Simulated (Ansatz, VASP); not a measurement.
# Tl in VASP and in Ansatz

The input INCAR:

```
PREC = Accurate
ENCUT = 520
EDIFF = 1E-6
ISMEAR = -1
SIGMA = 0.05
LREAL = F
LASPH = T
NELM = 80
ALGO = Normal
ISIF = 2
LWAVE = F
LCHARG = F
GGA = CA
NBANDS = 20
```

Contents of KPOINTS:

```
Automatic mesh
0
Gamma
  9 9 5
```

The input POSCAR:

```
Tl
1.0
    3.4560000000      0.0000000000      0.0000000000
   -1.7280000000      2.9929837955      0.0000000000
    0.0000000000      0.0000000000      5.5250000000
Tl
2
Direct
    0.6666666667      0.3333333333      0.7500000000
    0.3333333333      0.6666666667      0.2500000000
```

input.yaml

```yaml
crystal:
  lattice:
    - [3.456, 0.0, 0.0]
    - [-1.728, 2.9929837955, 0.0]
    - [0.0, 0.0, 5.525]
  atoms:
    - { symbol: Tl, position: [0.6666666667, 0.3333333333, 0.75] }
    - { symbol: Tl, position: [0.3333333333, 0.6666666667, 0.25] }
kpoints:
  mp_grid: { grid: [9, 9, 5] }
  band_path:
    path:
      - [0.0, 0.0, 0.0]
      - [0.5, 0.0, 0.0]
      - [0.3333333333, 0.3333333333, 0.0]
      - [0.0, 0.0, 0.0]
      - [0.0, 0.0, 0.5]
      - [0.5, 0.0, 0.5]
      - [0.3333333333, 0.3333333333, 0.5]
      - [0.0, 0.0, 0.5]
    npoints: 6
scf:
  occupations: { method: fermi_dirac, width: 0.05 }
hamiltonian:
  xc: lda
  pseudopotentials: { kind: all_electron, lapw: { basis_error: 0.001 } }
output:
  forces: true
  stress: true
  eigenvalues: true
```

Alike in both runs: functional LDA; k mesh 9 × 9 × 5; occupations fermi-dirac, width 0.05 eV; no spin polarisation.

|  | VASP | Ansatz |
| --- | --- | --- |
| version | VASP 6.6.1 | Ansatz 0.2.0 |
| potentials or method | VASP PAW LDA potentials, release 64 (Tl_d), cutoff 520 eV | all-electron LAPW, scalar-relativistic |
| task | single point | band structure |

VASP gave:

```
gap on the k mesh at the Fermi level (eV)                     : none
pressure (GPa)                                                : -1.5
traceless stress, the component that is largest in VASP (GPa) : 0.79
```

**Question.** Estimate Ansatz's values.

**Answer.** gap on the k mesh at the Fermi level (eV): none; pressure (GPa): -1.6; traceless stress, the component that is largest in VASP (GPa): 0.75.

LDA's correlation is that of Perdew and Zunger in VASP and of Perdew and Wang (1992) in Ansatz. A gap of «none» marks a metal or a gap that the smearing closes. Ansatz ran all-electron here, and VASP with PAW potentials.

Neither program's run includes spin-orbit coupling.
